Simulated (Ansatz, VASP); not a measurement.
Re: VASP beside Ansatz

The input INCAR:

```
SYSTEM = Re
PREC = Accurate
ENCUT = 560
EDIFF = 1E-6
ISMEAR = 0
SIGMA = 0.15
LREAL = .False.
LASPH = .True.
NELM = 120
ALGO = Normal
ISIF = 2
LWAVE = .False.
LCHARG = .False.
GGA = PS
NBANDS = 22
GGA_COMPAT = .False.
```

File KPOINTS:

```
Automatic mesh
0
Gamma
  18 18 10
  0 0 0
```

The input POSCAR:

```
Re
1.0
    2.7502953086      0.0000000000      0.0000000000
   -1.3751476543      2.3818256051      0.0000000000
    0.0000000000      0.0000000000      4.4432902328
Re
2
Direct
    0.3333333333      0.6666666667      0.2031878430
    0.6666666667      0.3333333333      0.7968121570
```

Input for Ansatz:

```yaml
crystal:
  lattice:
    - [2.7502953086, 0.0, 0.0]
    - [-1.3751476543, 2.3818256051, 0.0]
    - [0.0, 0.0, 4.4432902328]
  atoms:
    - { symbol: Re, position: [0.3333333333, 0.6666666667, 0.203187843] }
    - { symbol: Re, position: [0.6666666667, 0.3333333333, 0.796812157] }
basis:
  ecutwfc: 420
kpoints:
  mp_grid: { grid: [18, 18, 10] }
hamiltonian:
  xc: pbesol
  pseudopotentials: { kind: paw }
scf:
  occupations: { method: gaussian, width: 0.15 }
output:
  forces: true
  stress: true
  eigenvalues: true
```

Change from the starting cell: mode 4 frozen in at -0.208 Å, equal normal strain along x, y and z +0.0000.

Alike in both runs: task single point; functional PBEsol; k mesh 18 × 18 × 10; occupations gaussian, width 0.15 eV; no spin polarisation.

|  | VASP | Ansatz |
| --- | --- | --- |
| version | VASP 6.6.1 | Ansatz 0.2.0 |
| potentials or method | VASP PAW PBE potentials, release 64 (Re_sv_GW), cutoff 560 eV | scalar-relativistic, plane waves, PAW |
| valence electrons in the cell | 30 | 30 |

Ansatz gave:

| Quantity | Value |
| --- | --- |
| gap on the k mesh at the Fermi level (eV) | none |
| pressure (GPa) | 32.7 |
| traceless stress, the component that is largest in VASP (GPa) | 12.11 |
| rms of the force components (eV/Å) | 3.989 |

Problem. Which values does VASP return?

Solution. gap on the k mesh at the Fermi level (eV): none; pressure (GPa): 30.7; traceless stress, the component that is largest in VASP (GPa): 12.26; rms of the force components (eV/Å): 3.991.

VASP's potentials were made for PBE, not for PBEsol. Atom by atom the forces differ by 0.002 eV/Å (rms over components). A gap of «none» marks a metal or a gap that the smearing closes. Both programs put the cell under a high pressure, so it lies far from rest at this level. With one functional, cell and mesh, what is left measures potentials, basis and numerics.

Neither program's run includes spin-orbit coupling.
